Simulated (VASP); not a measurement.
A run of VASP 6.6.1 is set up as follows.

The input POSCAR:

```
Si16O
1.0
    0.0000000000      5.4300000000      5.4300000000
    5.4300000000      0.0000000000      5.4300000000
    5.4300000000      5.4300000000      0.0000000000
Si O
16 1
Direct
   -0.0011557090      0.0042706262     -0.0033172192
    0.1272229282      0.1246074586      0.1223905157
    0.0117054328      0.0003113260      0.4968514733
    0.1340818600      0.1281722836      0.6223065378
   -0.0080775322      0.4985469613     -0.0076756906
    0.1134690608      0.6302160221      0.1144966851
   -0.0096169429      0.5011869245      0.4902451197
    0.1078395948      0.6242548803      0.6185117864
    0.5018917127     -0.0006406998      0.0030784530
    0.6242481584      0.1274070902      0.1284199816
    0.5080072744      0.0425546041      0.5029660221
    0.6385200737      0.1552749540      0.6305703499
    0.4885497238      0.4998627993     -0.0207464088
    0.6182921731      0.6233936464      0.0951814917
    0.4749502762      0.5111569061      0.4638447514
    0.6279039595      0.6719746777      0.6190505525
    0.5106995396      0.7003122468      0.4729595764
```

Contents of INCAR.step1:

```
SYSTEM = Si16O
ALGO = Normal ; EDIFF = 1E-4
ENCUT = 520 ; GGA = PE
ISMEAR = 0 ; ISPIN = 2
LASPH = .TRUE. ; LCHARG = .FALSE.
LREAL = Auto ; LWAVE = .TRUE.
MAGMOM = 0 0 0 0 0 0 0 0 0 0 0 0 0 0 0 0 0 ; NBANDS = 53
NELM = 150 ; PREC = Accurate
SIGMA = 0.05
```

File INCAR.step2:

```
SYSTEM = Si16O
ALGO = Normal ; EDIFF = 1E-7
ENCUT = 520 ; ISIF = 2
ISMEAR = 0 ; ISPIN = 2
ISTART = 1 ; LASPH = .TRUE.
LCHARG = .TRUE. ; LELF = .TRUE.
LMIXTAU = .TRUE. ; LORBIT = 11
LREAL = Auto ; LVHAR = .TRUE.
LWAVE = .FALSE. ; MAGMOM = 0 0 0 0 0 0 0 0 0 0 0 0 0 0 0 0 0
METAGGA = R2SCAN ; NBANDS = 53
NELM = 150 ; PREC = Accurate
SIGMA = 0.05
```

The input KPOINTS:

```
k-points
0
G
  2 2 2
  0 0 0
```

Potentials or basis: VASP PAW PBE potentials, release 64 (Si, O).

Launch:

```sh
$ cat potpaw_PBE.64/Si/POTCAR potpaw_PBE.64/O/POTCAR > POTCAR
$ cp INCAR.step1 INCAR
$ mpirun -np 1 vasp_std > vasp.out
$ cp INCAR.step2 INCAR
$ mpirun -np 1 vasp_std > vasp.out
```

Question: Estimate the net moment.

Answer: 0.00 μB per cell.

Question: Predict the pressure.

Answer: 3.3 GPa.

Forces in eV/Å, atoms in the order of the input:
```
Si  -0.001  0.000 -0.001
Si   0.001 -0.001 -0.002
Si   0.004 -0.005 -0.004
Si  -0.002  0.000 -0.001
Si   0.000 -0.003  0.001
Si   0.000 -0.002 -0.006
Si   0.012  0.001 -0.001
Si  -0.005 -0.001  0.002
Si   0.005  0.002 -0.002
Si   0.001 -0.002  0.000
Si   0.002  0.006  0.004
Si   0.002 -0.007 -0.002
Si   0.002 -0.001  0.008
Si   0.001 -0.001 -0.005
Si  -0.050 -0.032 -0.050
Si   0.046  0.048  0.038
O   -0.016 -0.003  0.019
```

Caveat: the k points lie up to 0.50 Å⁻¹ apart; the PAW data sets were made with another functional, which shifts forces and pressure a little.
